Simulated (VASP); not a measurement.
Here is a VASP 6.6.1 calculation.

Contents of INCAR:

```
SYSTEM = Sb
ALGO = Normal ; EDIFF = 1E-6
ENCUT = 520 ; GGA = PS
ISIF = 2 ; ISMEAR = -1
LASPH = .TRUE. ; LCHARG = .FALSE.
LREAL = .FALSE. ; LWAVE = .FALSE.
NBANDS = 8 ; NELM = 80
PREC = Accurate ; SIGMA = 0.1
```

File KPOINTS:

```
k-points
0
G
  12 12 12
  0 0 0
```

POSCAR

```
Sb
1.0
    2.9317245859      0.0000000000      0.0000000000
    0.0000000000      2.9317245859      0.0000000000
    0.0000000000      0.0000000000      2.9317245859
Sb
1
Direct
    0.0000000000      0.0000000000      0.0000000000
```

Potentials or basis: VASP PAW PBE potentials, release 64 (Sb).

Command:

```sh
$ cat potpaw_PBE.64/Sb/POTCAR > POTCAR
$ mpirun -np 1 vasp_std > vasp.out
```

Q: What does it give for the pressure?

A: 11.2 GPa.

Caveat: the PAW data sets were made with another functional, which shifts forces and pressure a little.
